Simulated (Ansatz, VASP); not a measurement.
# Rh: VASP beside Ansatz

```
CELL_PARAMETERS angstrom
0.00000 2.69612 2.69612
2.69612 0.00000 2.69612
2.69612 2.69612 0.00000
ATOMIC_POSITIONS crystal
Rh 0.12500 0.12500 0.12500
Rh 0.87500 0.87500 0.87500
```

Alike in both runs: functional LDA; k mesh 10 × 10 × 10; occupations fermi-dirac, width 0.1 eV; no spin polarisation.

Ansatz relaxed the structure, and its values are those at the end. VASP's run is a single point on that final structure, the one shown.

|  | VASP | Ansatz |
| --- | --- | --- |
| version | VASP 6.6.1 | Ansatz 0.2.0 |
| potentials or method | VASP PAW LDA potentials, release 64 (Rh_pv), cutoff 520 eV | plane waves (420 eV) with PAW, scalar-relativistic |
| valence electrons in the cell | 30 | 34 |

|  | VASP | Ansatz | Ansatz less VASP |
| --- | --- | --- | --- |
| pressure (GPa) | 0.7 | 0.0 | -0.71 |

Ansatz warns that its potentials were made for another functional, while VASP's fit it. LDA's correlation is that of Perdew and Zunger in VASP and of Perdew and Wang (1992) in Ansatz. VASP's potentials hold 30 valence electrons a cell and Ansatz's 34, so a difference there can come from the potentials and not from the codes.
